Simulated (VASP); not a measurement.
Co, 3 atoms in the cell. The structure is hexagonal, space group P6/mmm (No. 191). Conventional cell: a = 3.962 Å, b = 3.962 Å, c = 2.438 Å, α = 90.00°, β = 90.00°, γ = 120.00°. Co (site symmetry -6m2) has 11 Co at 2.29 to 2.59 Å within 3.0 Å. Co (site symmetry 6/mmm) has 14 Co at 2.44 to 2.59 Å within 3.2 Å. 

* Program: VASP 6.6.1
* Task: single point
* Functional: PBE
* Potentials or basis: VASP PAW PBE potentials, release 64 (Co)
* Cutoff: 520 eV
* k mesh: 15 × 15 × 18
* Occupations: gaussian, width 0.1 eV
* Spin: collinear spin, ferromagnetic start
* Starting moments: [1.92, 1.92, 1.92] μB
* Dipole correction: no
* Further INCAR settings: ALGO = Normal; EDIFF = 1e-07; NBANDS = 24

Potentials or basis: VASP PAW PBE potentials, release 64 (Co).

Command:

```bash
$ cat potpaw_PBE.64/Co/POTCAR > POTCAR
$ mpirun -np 1 vasp_std > vasp.out
```

Hardware: 1 thread of Intel(R) Xeon(R) 6975P-C (Granite Rapids), on a shared host.

Q: Estimate the wall time of this run.

A: Run time: 3.7 min on 1 thread of Intel(R) Xeon(R) 6975P-C (Granite Rapids), on a shared host, peak memory 0.38 GiB. Counts: scf iterations 18, k points 270.
